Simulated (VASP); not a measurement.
# Cs2NaAuCl6 (Fm-3m) in VASP: single point with LDA

Aim: the single point of Cs2NaAuCl6 with LDA.

Program: VASP 6.6.1. These are calculated values, not measurements. Logs are shortened: lines on timing, memory, paths and dates and some standing lists are left out, and cuts for length are marked.

## 1. The cell of the first run

It takes space group Fm-3m (No. 225, cubic). Conventional cell: a = 10.709 Å, b = 10.709 Å, c = 10.709 Å, α = 90.00°, β = 90.00°, γ = 90.00°. Cs (site symmetry -43m) has 12 Cl at 3.79 Å and 4 Na at 4.64 Å and 4 Au at 4.64 Å within 5.0 Å. Na (site symmetry m-3m) has 6 Cl at 2.82 Å within 3.7 Å. Au (site symmetry m-3m) has 6 Cl at 2.53 Å within 3.3 Å. Cl (site symmetry 4mm) has 1 Au at 2.53 Å and 1 Na at 2.82 Å within 3.3 Å.

## 2. Single point, LDA

The input, INCAR:

```
PREC     = Accurate       # precision mode
ENCUT    = 520            # plane-wave cutoff, eV
EDIFF    = 1E-7           # SCF threshold, eV
ISMEAR   = -1             # smearing method
SIGMA    = 0.1            # smearing width, eV
LREAL    = F              # projectors in reciprocal space
LASPH    = T              # aspherical terms in the spheres
NELM     = 60             # most SCF steps
ALGO     = Normal         # electronic algorithm
ISIF     = 2              # what is computed and relaxed
LWAVE    = F              # write WAVECAR
LCHARG   = T              # write CHGCAR
GGA      = CA             # functional
LELF     = T              # ELF
LVHAR    = T            
NBANDS   = 50             # bands
```

The input, KPOINTS:

```
regular mesh
0
Gamma
  4 4 4
```

The input, POSCAR:

```
Cs2NaAuCl6
1.0
    7.5727470000      0.0000000000      0.0000000000
    3.7863735000      6.5581912784      0.0000000000
    3.7863735000      2.1860637595      6.1831220337
Cs Na Au Cl
2 1 1 6
Direct
    0.7500000000      0.7500000000      0.7500000000
    0.2500000000      0.2500000000      0.2500000000
    0.5000000000      0.5000000000      0.5000000000
    0.0000000000      0.0000000000      0.0000000000
    0.7634420000      0.2365580000      0.2365580000
    0.2365580000      0.2365580000      0.7634420000
    0.2365580000      0.7634420000      0.7634420000
    0.2365580000      0.7634420000      0.2365580000
    0.7634420000      0.2365580000      0.7634420000
    0.7634420000      0.7634420000      0.2365580000
```

Potentials or basis: VASP PAW LDA potentials, release 64 (Cs_sv, Na_pv, Au, Cl).

The run is started by

```
> cat potpaw_LDA.64/Cs_sv/POTCAR potpaw_LDA.64/Na_pv/POTCAR potpaw_LDA.64/Au/POTCAR potpaw_LDA.64/Cl/POTCAR > POTCAR
> mpirun -np 1 vasp_std > vasp.out
```

OUTCAR:

```text
PREC = Accurate
   ENCUT = 520
   EDIFF = 1E-7
   ISMEAR = -1
   LREAL = F
   LASPH = T
   NELM = 60
   ISIF = 2
   GGA = CA

 ion  position               nearest neighbor table
   1  0.750  0.750  0.750-
   2  0.250  0.250  0.250-
   3  0.500  0.500  0.500-
   4  0.000  0.000  0.000-   6 2.53   8 2.53   9 2.53  10 2.53   7 2.53   5 2.53
   5  0.763  0.237  0.237-   4 2.53
   6  0.237  0.237  0.763-   4 2.53
   7  0.237  0.763  0.763-   4 2.53
   8  0.237  0.763  0.237-   4 2.53
   9  0.763  0.237  0.763-   4 2.53
  10  0.763  0.763  0.237-   4 2.53

  LATTYP: Found a face centered cubic cell.
 ALAT       =    10.7094815118

  Lattice vectors:

 A1 = (   7.5727470000,   0.0000000000,   0.0000000000)
 A2 = (   3.7863735000,   6.5581912784,   0.0000000000)
 A3 = (   3.7863735000,   2.1860637595,   6.1831220337)

Analysis of symmetry for initial positions (statically):
=====================================================================
 Subroutine PRICEL returns:
 Original cell was already a primitive cell.

 Routine SETGRP: Setting up the symmetry group for a
 face centered cubic supercell.

 Subroutine GETGRP returns: Found 48 space group operations
 (whereof 48 operations were pure point group operations)
 out of a pool of 48 trial point group operations.

The static configuration has the point symmetry O_h .

Analysis of symmetry for dynamics (positions and initial velocities):
=====================================================================
 Subroutine PRICEL returns:
 Original cell was already a primitive cell.

 Routine SETGRP: Setting up the symmetry group for a
 face centered cubic supercell.

 Subroutine GETGRP returns: Found 48 space group operations
 (whereof 48 operations were pure point group operations)
 out of a pool of 48 trial point group operations.

The dynamic configuration has the point symmetry O_h .

 Subroutine INISYM returns: Found 48 space group operations
 (whereof 48 operations are pure point group operations),
 and found     1 'primitive' translations

----------------------------------------------------------------------------------------

                                     Primitive cell

  volume of cell :     307.0756

  direct lattice vectors                    reciprocal lattice vectors
     7.572747000  0.000000000  0.000000000     0.132052477 -0.076240533 -0.053910198
     3.786373500  6.558191278  0.000000000     0.000000000  0.152481066 -0.053910198
     3.786373500  2.186063760  6.183122034     0.000000000  0.000000000  0.161730594

  length of vectors
     7.572747000  7.572747000  7.572747000     0.161730594  0.161730594  0.161730594

  position of ions in fractional coordinates (direct lattice)
     0.750000000  0.750000000  0.750000000
     0.250000000  0.250000000  0.250000000
     0.500000000  0.500000000  0.500000000
     0.000000000  0.000000000  0.000000000
     0.763442000  0.236558000  0.236558000
     0.236558000  0.236558000  0.763442000
     0.236558000  0.763442000  0.763442000
     0.236558000  0.763442000  0.236558000
     0.763442000  0.236558000  0.763442000
     0.763442000  0.763442000  0.236558000

  ion indices of the primitive-cell ions
   primitive index   ion index
                 1           1
                 2           2
                 3           3
                 4           4
                 5           5
                 6           6
                 7           7
                 8           8
                 9           9
                10          10

----------------------------------------------------------------------------------------

 KPOINTS: regular mesh

Automatic generation of k-mesh.
 Grid dimensions read from file:
 generate k-points for:    4    4    4

 Generating k-lattice:

  Cartesian coordinates                     Fractional coordinates (reciprocal lattice)
     0.033013119 -0.019060133 -0.013477550     0.250000000 -0.000000000 -0.000000000
     0.000000000  0.038120267 -0.013477550     0.000000000  0.250000000  0.000000000
     0.000000000  0.000000000  0.040432649     0.000000000  0.000000000  0.250000000

  Length of vectors
     0.040432649  0.040432649  0.040432649

  Shift w.r.t. Gamma in fractional coordinates (k-lattice)
     0.000000000  0.000000000  0.000000000

 Subroutine IBZKPT returns following result:
 ===========================================

 Found      8 irreducible k-points:

 Following reciprocal coordinates:
            Coordinates               Weight
  0.000000  0.000000  0.000000      1.000000
  0.250000  0.000000  0.000000      8.000000
  0.500000  0.000000  0.000000      4.000000
  0.250000  0.250000  0.000000      6.000000
  0.500000  0.250000  0.000000     24.000000
 -0.250000  0.250000  0.000000     12.000000
  0.500000  0.500000  0.000000      3.000000
 -0.250000  0.500000  0.250000      6.000000
   k-points           NKPTS =      8   k-points in BZ     NKDIM =      8   number of bands    NBANDS=     50
   number of dos      NEDOS =    301   number of ions     NIONS =     10
   total plane-waves  NPLWV = 175616
   dimension x,y,z NGX =    56 NGY =   56 NGZ =   56
   dimension x,y,z NGXF=   112 NGYF=  112 NGZF=  112
   ions per type =               2   1   1   6
   NGX,Y,Z   is equivalent  to a cutoff of  12.29, 12.29, 12.29 a.u.
   NGXF,Y,Z  is equivalent  to a cutoff of  24.59, 24.59, 24.59 a.u.
 SYSTEM =  unknown system
   PREC   = accura    normal or accurate (medium, high low for compatibility)
   ISTART =      0    job   : 0-new  1-cont  2-samecut
   ICHARG =      2    charge: 1-file 2-atom 10-const
   ISPIN  =      1    spin polarized calculation?
   LNONCOLLINEAR =      F non collinear calculations
   LSORBIT =      F    spin-orbit coupling
   LASPH  =      T    aspherical Exc in radial PAW
   ENCUT  =  520.0 eV  38.22 Ry    6.18 a.u.  14.08 14.08 14.08*2*pi/ulx,y,z
   NELM   =     60;   NELMIN=  2; NELMDL= -5     # of ELM steps
   EDIFF  = 0.1E-06   stopping-criterion for ELM
   LREAL  =      F    real-space projection
   EDIFFG = 0.1E-05   stopping-criterion for IOM
   NSW    =      0    number of steps for IOM
   IBRION =     -1    ionic relax: 0-MD 1-quasi-New 2-CG
   NFREE  =      0    steps in history (QN), initial steepest desc. (CG)
   ISIF   =      2    stress and relaxation
   ISYM   =      2    0-nonsym 1-usesym 2-fastsym
   POTIM  = 0.5000    time-step for ionic-motion
   TEBEG  =    0.0;   TEEND  =   0.0 temperature during run
   PSTRESS=    0.0 pullay stress
   NELECT =      78.0000    total number of electrons
   NUPDOWN=      -1.0000    fix difference up-down
   EMIN   =  10.00;   EMAX   =-10.00  energy-range for DOS
   EFERMI =   0.00;   METHOD = LEGACY
   ISMEAR =    -1;   SIGMA  =   0.10  broadening in eV -4-tet -1-fermi 0-gaus
   EFERMI_NEDOS =   21; number of points for ismear=-14 and -15
   IALGO  =     38    algorithm
   IMIX   =      4    mixing-type and parameters
     AMIX     =   0.40;   BMIX     =  1.00
     AMIX_MAG =   1.60;   BMIX_MAG =  1.00
  volume/ion in A,a.u.               =      30.71       207.22
  Fermi-wavevector in a.u.,A,eV,Ry     =   1.036791  1.959251 14.625389  1.074936
  Thomas-Fermi vector in A             =   2.171198
   LORBIT       =      0    0 simple, 1 ext, 2 COOP (PROOUT), +10 PAW based schemes
   GGA     = CA    functional components
   LHFCALC =     F    Hartree Fock is set to
   AEXX    =    0.0000 exact exchange contribution
   IVDW    =     0    specifies the selected vdW correction
   LEPSILON=     F    determine dielectric tensor
   LRPA    =     F    only Hartree local field effects (RPA)
 non-spin polarized calculation
  energy-cutoff  :      520.00
  volume of cell :      307.08
 maximum number of plane-waves:      8363
   NGX = 29   NGY = 29   NGZ = 29

 number of electron      77.9999986 magnetization

 Free energy of the ion-electron system (eV)
  ---------------------------------------------------
  ext. energy  EPLUGINS =         0.00000000
  ---------------------------------------------------
  free energy    TOTEN  =       -33.76631808 eV

  energy without entropy =      -33.57544389  energy(sigma->0) =      -33.67088099

 E-fermi :   0.3150     XC(G=0):  -8.5346

 val. band max:        0.2748556498   @ k =  -0.2500   0.2500   0.0000
 cond. band min:       0.3430531484   @ k =  -0.2500   0.2500   0.0000
 fundamental gap:      0.0681974986
 Fermi energy:         0.3149659411

 k-point     1 :       0.0000    0.0000    0.0000
  band No.  band energies     occupation
      1     -22.2359      2.00000
      2     -22.2359      2.00000
      3     -22.2359      2.00000
      4     -19.5071      2.00000
      5     -19.4936      2.00000
      6     -13.8644      2.00000
[... 42 lines left out ...]
     49       6.8403      0.00000
     50       6.8403      0.00000

 k-point     2 :       0.2500    0.0000    0.0000
  band No.  band energies     occupation
      1     -22.2359      2.00000
      2     -22.2359      2.00000
      3     -22.2359      2.00000
      4     -19.5047      2.00000
      5     -19.4951      2.00000
      6     -13.8340      2.00000
[... 42 lines left out ...]
     49       7.1091      0.00000
     50       7.1377      0.00000

 k-point     3 :       0.5000    0.0000    0.0000
  band No.  band energies     occupation
      1     -22.2359      2.00000
      2     -22.2359      2.00000
      3     -22.2359      2.00000
      4     -19.4995      2.00000
      5     -19.4995      2.00000
      6     -13.7941      2.00000
[... 254 lines left out ...]
     49       7.4506      0.00000
     50       7.8778      0.00000

 k-point     8 :      -0.2500    0.5000    0.2500
  band No.  band energies     occupation
      1     -22.2359      2.00000
      2     -22.2359      2.00000
      3     -22.2359      2.00000
      4     -19.4993      2.00000
      5     -19.4993      2.00000
      6     -13.7788      2.00000
[... 42 lines left out ...]
     49       7.7814      0.00000
     50       7.8607      0.00000

------------------------ aborting loop because EDIFF is reached ----------------------------------------

  FORCE on cell =-STRESS in cart. coord.  units (eV):
  Direction    XX          YY          ZZ          XY          YZ          ZX
  --------------------------------------------------------------------------------------
  -------------------------------------------------------------------------------------
  Total       -6.9455048     -6.9455048     -6.9455048      0.0000000     -0.0000000     -0.0000000
  in kB      -36.2384034    -36.2384034    -36.2384034      0.0000000     -0.0000000     -0.0000000
  external PRESSURE =     -36.2384034 kB  Pullay stress =       0.0000000 kB

 VOLUME and BASIS-vectors are now :
 -----------------------------------------------------------------------------
  energy-cutoff  :      520.00
  volume of cell :      307.08
      direct lattice vectors                 reciprocal lattice vectors
     7.572747000  0.000000000  0.000000000     0.132052477 -0.076240533 -0.053910198
     3.786373500  6.558191278  0.000000000     0.000000000  0.152481066 -0.053910198
     3.786373500  2.186063760  6.183122034     0.000000000  0.000000000  0.161730594

 POSITION                                       TOTAL-FORCE (eV/Angst)
 -----------------------------------------------------------------------------------
     11.35912      6.55819      4.63734         0.000000      0.000000     -0.000000
      3.78637      2.18606      1.54578         0.000000     -0.000000     -0.000000
      7.57275      4.37213      3.09156         0.000000      0.000000     -0.000000
      0.00000      0.00000      0.00000         0.000000     -0.000000     -0.000000
      7.57275      2.06852      1.46267         0.000000     -0.275007     -0.194459
      5.57777      3.22033      4.72046        -0.238163     -0.137503      0.194459
      7.57275      6.67573      4.72046         0.000000      0.275007      0.194459
      5.57777      5.52393      1.46267        -0.238163      0.137503     -0.194459
      9.56773      3.22033      4.72046         0.238163     -0.137503      0.194459
      9.56773      5.52393      1.46267         0.238163      0.137503     -0.194459
 -----------------------------------------------------------------------------------
    total drift:                                0.000000     -0.000000      0.000000

  FREE ENERGIE OF THE ION-ELECTRON SYSTEM (eV)
  ---------------------------------------------------
  free  energy   TOTEN  =       -33.7663180816 eV

  energy  without entropy=      -33.5754438948  energy(sigma->0) =      -33.67088099
```

Run time: 5.5 min. Hardware: 1 thread of Oxide Virtual Turin-like, shared host; peak memory 0.37 GiB.

What came out:

```yaml
Free_energy: -33.7663 eV
Pressure: -3.6 GPa
Largest_force: 0.337 eV/Å
Band_gap_on_the_k_mesh: zero (bands 39 and 40 overlap by 0.19 eV)
```

Forces on the atoms (eV/Å):
```
Cs   0.000  0.000  0.000
Cs   0.000  0.000  0.000
Na   0.000  0.000  0.000
Au   0.000  0.000  0.000
Cl   0.000 -0.275 -0.194
Cl  -0.238 -0.138  0.194
Cl   0.000  0.275  0.194
Cl  -0.238  0.138 -0.194
Cl   0.238 -0.138  0.194
Cl   0.238  0.138 -0.194
```

Caveat: the cell stands under tension; spin-orbit coupling is left out, which moves the levels of the heavy elements.

The gap in the log of VASP goes by the Fermi energy; the results here count the filled bands.